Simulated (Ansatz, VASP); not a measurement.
**PtF2 in VASP and in Ansatz**

```
Pt F
1.0
     2.95724   -3.43226    0.00000
     2.95724    3.43226    0.00000
     0.00000    0.00000    3.11201
Pt F
1 2
Direct
  0.50000 0.50000 0.50000
  0.71785 0.71785 0.00000
  0.28215 0.28215 0.00000
```

Alike in both runs: task single point; functional PBEsol; k mesh 6 × 6 × 10; occupations gaussian, width 0.02 eV; no spin polarisation.

```csv
,VASP,Ansatz
version,VASP 6.6.1,Ansatz 0.2.0
potentials or method,"VASP PAW PBE potentials, release 64 (Pt_sv_GW, F), cutoff 600 eV","scalar-relativistic, plane waves, PAW"
valence electrons in the cell,32,32
```

|  | VASP | Ansatz | Ansatz less VASP |
| --- | --- | --- | --- |
| gap on the k mesh at the Fermi level (eV) | 1.17 | 1.19 | +0.028 |
| least direct gap on the mesh (eV) | 1.30 | 1.33 | +0.031 |
| pressure (GPa) | -3.2 | -3.1 | +0.11 |
| traceless stress, the component that is largest in VASP (GPa) | 2.50 | 2.85 | +0.344 |
| rms of the force components (eV/Å) | 0.202 | 0.231 | +0.0289 |

VASP's potentials were made for PBE, not for PBEsol. Atom by atom the forces differ by 0.029 eV/Å (rms over components).

Neither program's run includes spin-orbit coupling.
